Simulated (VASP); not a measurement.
# Ag in VASP: a series of runs

The runs below take Ag through single point, with PBEsol.

All numbers are computed with VASP 6.6.1; they aren't measurements. Logs are shortened: lines on timing, memory, paths and dates and some standing lists are left out, and cuts for length are marked.

## (1) The cell of the first run

Symmetry: I4/mmm, No. 139, tetragonal system. Conventional cell: a = 3.311 Å, b = 3.311 Å, c = 3.444 Å, α = 90.00°, β = 90.00°, γ = 90.00°. Within 3.8 Å of Ag (site symmetry 4/mmm) lie 14 Ag at 2.91 to 3.44 Å.

## (2) Single point, PBEsol (strain +0.000 along x and y, +0.040 along z)

INCAR reads:

```
PREC = Accurate ; ENCUT = 520
EDIFF = 1E-7 ; ISMEAR = 0
SIGMA = 0.15 ; LREAL = False
LASPH = True ; NELM = 60
ALGO = Fast ; ISIF = 2
LWAVE = False ; LCHARG = False
GGA = PS ; NBANDS = 12
```

KPOINTS reads:

```
Automatic mesh
0
Gamma
  20 20 20
```

POSCAR reads:

```
Ag
1.0
   -1.6556540000      1.6556540000      1.7218801600
    1.6556540000     -1.6556540000      1.7218801600
    1.6556540000      1.6556540000     -1.7218801600
Ag
1
Direct
    0.0000000000      0.0000000000      0.0000000000
```

Potentials or basis: VASP PAW PBE potentials, release 64 (Ag).

Started as:

```sh
$ cat potpaw_PBE.64/Ag/POTCAR > POTCAR
$ mpirun -np 1 vasp_std > vasp.out
```

OUTCAR:

```text
PREC = Accurate
   ENCUT = 520
   EDIFF = 1E-7
   ISMEAR = 0
   LREAL = False
   LASPH = True
   NELM = 60
   ISIF = 2
   GGA = PS

 ion  position               nearest neighbor table
   1  0.000  0.000  0.000-

  LATTYP: Found a body centered tetragonal cell.
 ALAT       =     3.3113080000
 C/A-ratio  =     1.0400000000

  Lattice vectors:

 A1 = (  -1.6556540000,   1.6556540000,   1.7218801600)
 A2 = (   1.6556540000,  -1.6556540000,   1.7218801600)
 A3 = (   1.6556540000,   1.6556540000,  -1.7218801600)

Analysis of symmetry for initial positions (statically):
=====================================================================
 Subroutine PRICEL returns:
 Original cell was already a primitive cell.

 Routine SETGRP: Setting up the symmetry group for a
 body centered tetragonal supercell.

 Subroutine GETGRP returns: Found 16 space group operations
 (whereof 16 operations were pure point group operations)
 out of a pool of 16 trial point group operations.

The static configuration has the point symmetry D_4h.

Analysis of symmetry for dynamics (positions and initial velocities):
=====================================================================
 Subroutine PRICEL returns:
 Original cell was already a primitive cell.

 Routine SETGRP: Setting up the symmetry group for a
 body centered tetragonal supercell.

 Subroutine GETGRP returns: Found 16 space group operations
 (whereof 16 operations were pure point group operations)
 out of a pool of 16 trial point group operations.

The dynamic configuration has the point symmetry D_4h.

 Subroutine INISYM returns: Found 16 space group operations
 (whereof 16 operations are pure point group operations),
 and found     1 'primitive' translations

----------------------------------------------------------------------------------------

                                     Primitive cell

  volume of cell :      18.8800

  direct lattice vectors                    reciprocal lattice vectors
    -1.655654000  1.655654000  1.721880160     0.000000000  0.301995465  0.290380255
     1.655654000 -1.655654000  1.721880160     0.301995465  0.000000000  0.290380255
     1.655654000  1.655654000 -1.721880160     0.301995465  0.301995465  0.000000000

  length of vectors
     2.906415597  2.906415597  2.906415597     0.418953403  0.418953403  0.427086083

  position of ions in fractional coordinates (direct lattice)
     0.000000000  0.000000000  0.000000000

  ion indices of the primitive-cell ions
   primitive index   ion index
                 1           1

----------------------------------------------------------------------------------------

 KPOINTS: Automatic mesh

Automatic generation of k-mesh.
 Grid dimensions read from file:
 generate k-points for:   20   20   20

 Generating k-lattice:

  Cartesian coordinates                     Fractional coordinates (reciprocal lattice)
     0.000000000  0.015099773  0.014519013     0.050000000  0.000000000 -0.000000000
     0.015099773  0.000000000  0.014519013     0.000000000  0.050000000 -0.000000000
     0.015099773  0.015099773  0.000000000     0.000000000  0.000000000  0.050000000

  Length of vectors
     0.020947670  0.020947670  0.021354304

  Shift w.r.t. Gamma in fractional coordinates (k-lattice)
     0.000000000  0.000000000  0.000000000

 Subroutine IBZKPT returns following result:
 ===========================================

 Found    641 irreducible k-points:

 Following reciprocal coordinates:
            Coordinates               Weight
  0.000000  0.000000  0.000000      1.000000
  0.050000 -0.000000  0.000000      8.000000
  0.100000  0.000000  0.000000      8.000000
  0.150000  0.000000  0.000000      8.000000
  0.200000  0.000000  0.000000      8.000000
  0.250000  0.000000 -0.000000      8.000000
[... 16 lines left out ...]
 -0.400000  0.050000 -0.000000     16.000000
 -0.350000  0.050000  0.000000     16.000000
 [... further k-points ...]
   k-points           NKPTS =    641   k-points in BZ     NKDIM =    641   number of bands    NBANDS=     12
   number of dos      NEDOS =    301   number of ions     NIONS =      1
   total plane-waves  NPLWV =  13824
   dimension x,y,z NGX =    24 NGY =   24 NGZ =   24
   dimension x,y,z NGXF=    48 NGYF=   48 NGZF=   48
   ions per type =               1
   NGX,Y,Z   is equivalent  to a cutoff of  13.73, 13.73, 13.73 a.u.
   NGXF,Y,Z  is equivalent  to a cutoff of  27.46, 27.46, 27.46 a.u.
 SYSTEM =  unknown system
   PREC   = accura    normal or accurate (medium, high low for compatibility)
   ISTART =      0    job   : 0-new  1-cont  2-samecut
   ICHARG =      2    charge: 1-file 2-atom 10-const
   ISPIN  =      1    spin polarized calculation?
   LNONCOLLINEAR =      F non collinear calculations
   LSORBIT =      F    spin-orbit coupling
   LASPH  =      T    aspherical Exc in radial PAW
   ENCUT  =  520.0 eV  38.22 Ry    6.18 a.u.   5.40  5.40  5.40*2*pi/ulx,y,z
   NELM   =     60;   NELMIN=  2; NELMDL= -5     # of ELM steps
   EDIFF  = 0.1E-06   stopping-criterion for ELM
   LREAL  =      F    real-space projection
   EDIFFG = 0.1E-05   stopping-criterion for IOM
   NSW    =      0    number of steps for IOM
   IBRION =     -1    ionic relax: 0-MD 1-quasi-New 2-CG
   NFREE  =      0    steps in history (QN), initial steepest desc. (CG)
   ISIF   =      2    stress and relaxation
   ISYM   =      2    0-nonsym 1-usesym 2-fastsym
   POTIM  = 0.5000    time-step for ionic-motion
   TEBEG  =    0.0;   TEEND  =   0.0 temperature during run
   PSTRESS=    0.0 pullay stress
   NELECT =      11.0000    total number of electrons
   NUPDOWN=      -1.0000    fix difference up-down
   EMIN   =  10.00;   EMAX   =-10.00  energy-range for DOS
   EFERMI =   0.00;   METHOD = LEGACY
   ISMEAR =     0;   SIGMA  =   0.15  broadening in eV -4-tet -1-fermi 0-gaus
   EFERMI_NEDOS =   21; number of points for ismear=-14 and -15
   IALGO  =     68    algorithm
   IMIX   =      4    mixing-type and parameters
     AMIX     =   0.40;   BMIX     =  1.00
     AMIX_MAG =   1.60;   BMIX_MAG =  1.00
  volume/ion in A,a.u.               =      18.88       127.41
  Fermi-wavevector in a.u.,A,eV,Ry     =   1.367325  2.583869 25.437142  1.869577
  Thomas-Fermi vector in A             =   2.493387
   LORBIT       =      0    0 simple, 1 ext, 2 COOP (PROOUT), +10 PAW based schemes
   GGA     = PS    functional components
   LHFCALC =     F    Hartree Fock is set to
   AEXX    =    0.0000 exact exchange contribution
   IVDW    =     0    specifies the selected vdW correction
   LEPSILON=     F    determine dielectric tensor
   LRPA    =     F    only Hartree local field effects (RPA)
 non-spin polarized calculation
 RMM-DIIS sequential band-by-band and
 Gauss-broadening in eV      SIGMA  =   0.15
  energy-cutoff  :      520.00
  volume of cell :       18.88
 maximum number of plane-waves:       524
 NGX is ok and might be reduce to    24
   NGX = 11   NGY = 11   NGZ = 11

 number of electron      10.9999998 magnetization

 Free energy of the ion-electron system (eV)
  ---------------------------------------------------
  ext. energy  EPLUGINS =         0.00000000
  ---------------------------------------------------
  free energy    TOTEN  =        -3.19852616 eV

  energy without entropy =       -3.19414760  energy(sigma->0) =       -3.19633688

 E-fermi :   6.9071     XC(G=0): -11.8131

 val. band max:        6.9010357902   @ k =   0.5000   0.3000   0.0500
 cond. band min:       6.9361251166   @ k =   0.5000   0.3500   0.0500
 fundamental gap:      0.0350893265
 Fermi energy:         6.9071326542

 k-point     1 :       0.0000    0.0000    0.0000
  band No.  band energies     occupation
      1      -0.2044      2.00000
      2       2.3250      2.00000
      3       2.3250      2.00000
      4       2.4737      2.00000
      5       3.4196      2.00000
      6       3.5817      2.00000
      7      24.0500      0.00000
      8      24.6430      0.00000
      9      24.6430      0.00000
     10      28.6338      0.00000
     11      29.5937      0.00000
     12      29.5942      0.00000

 k-point     2 :       0.0500   -0.0000    0.0000
  band No.  band energies     occupation
      1      -0.1288      2.00000
      2       2.3290      2.00000
      3       2.3335      2.00000
      4       2.4888      2.00000
      5       3.4070      2.00000
      6       3.5753      2.00000
      7      23.9225      0.00000
      8      24.4898      0.00000
      9      24.6788      0.00000
     10      27.8913      0.00000
     11      28.5497      0.00000
     12      29.0533      0.00000

 k-point     3 :       0.1000    0.0000    0.0000
  band No.  band energies     occupation
      1       0.0920      2.00000
      2       2.3175      2.00000
      3       2.3422      2.00000
      4       2.5753      2.00000
      5       3.3713      2.00000
      6       3.5625      2.00000
      7      23.1823      0.00000
      8      24.1851      0.00000
      9      24.7786      0.00000
     10      27.0698      0.00000
     11      27.5542      0.00000
     12      27.9214      0.00000
[... 286 lines left out ...]
 k-point    23 :      -0.4000    0.0500   -0.0000
  band No.  band energies     occupation
      1       1.2422      2.00000
      2       1.8663      2.00000
      3       3.2983      2.00000
      4       3.5688      2.00000
      5       3.8784      2.00000
      6       5.0676      2.00000
      7      13.2801      0.00000
      8      20.3680      0.00000
      9      21.2968      0.00000
     10      25.8783      0.00000
     11      27.1405      0.00000
     12      29.5943      0.00000

 k-point    24 :      -0.3500    0.0500    0.0000
  band No.  band energies     occupation
      1       1.2941      2.00000
      2       1.9419      2.00000
      3       3.2660      2.00000
      4       3.4038      2.00000
      5       3.6412      2.00000
      6       4.1952      2.00000
      7      15.0617      0.00000
      8      20.8927      0.00000
      9      22.0411      0.00000
     10      25.7482      0.00000
     11      27.0563      0.00000
     12      29.0516      0.00000

 [... further k-points ...]

------------------------ aborting loop because EDIFF is reached ----------------------------------------

  FORCE on cell =-STRESS in cart. coord.  units (eV):
  Direction    XX          YY          ZZ          XY          YZ          ZX
  --------------------------------------------------------------------------------------
  -------------------------------------------------------------------------------------
  Total       -1.1664735     -1.1664735     -1.1123828      0.0000000      0.0000000      0.0000000
  in kB      -98.9881870    -98.9881870    -94.3979965      0.0000000      0.0000000      0.0000000
  external PRESSURE =     -97.4581235 kB  Pullay stress =       0.0000000 kB

 VOLUME and BASIS-vectors are now :
 -----------------------------------------------------------------------------
  energy-cutoff  :      520.00
  volume of cell :       18.88
      direct lattice vectors                 reciprocal lattice vectors
    -1.655654000  1.655654000  1.721880160     0.000000000  0.301995465  0.290380255
     1.655654000 -1.655654000  1.721880160     0.301995465  0.000000000  0.290380255
     1.655654000  1.655654000 -1.721880160     0.301995465  0.301995465  0.000000000

 POSITION                                       TOTAL-FORCE (eV/Angst)
 -----------------------------------------------------------------------------------
      0.00000      0.00000      0.00000         0.000000     -0.000000     -0.000000
 -----------------------------------------------------------------------------------
    total drift:                               -0.000000      0.000000      0.000000

  FREE ENERGIE OF THE ION-ELECTRON SYSTEM (eV)
  ---------------------------------------------------
  free  energy   TOTEN  =        -3.1985261553 eV

  energy  without entropy=       -3.1941475956  energy(sigma->0) =       -3.19633688
```

Run time: 2.2 min. Hardware: 1 thread of Intel Xeon 8259CL, shared host; peak memory 0.25 GiB.

What came out:

```
Free energy : -3.1985 eV
Pressure    : -9.7 GPa
```

Caveat: the cell differs from its parent crystal (strain +0.000 along x and y, +0.040 along z); the PAW data sets were made with another functional, which shifts forces and pressure a little.

(Continued in part 2 of 2.)
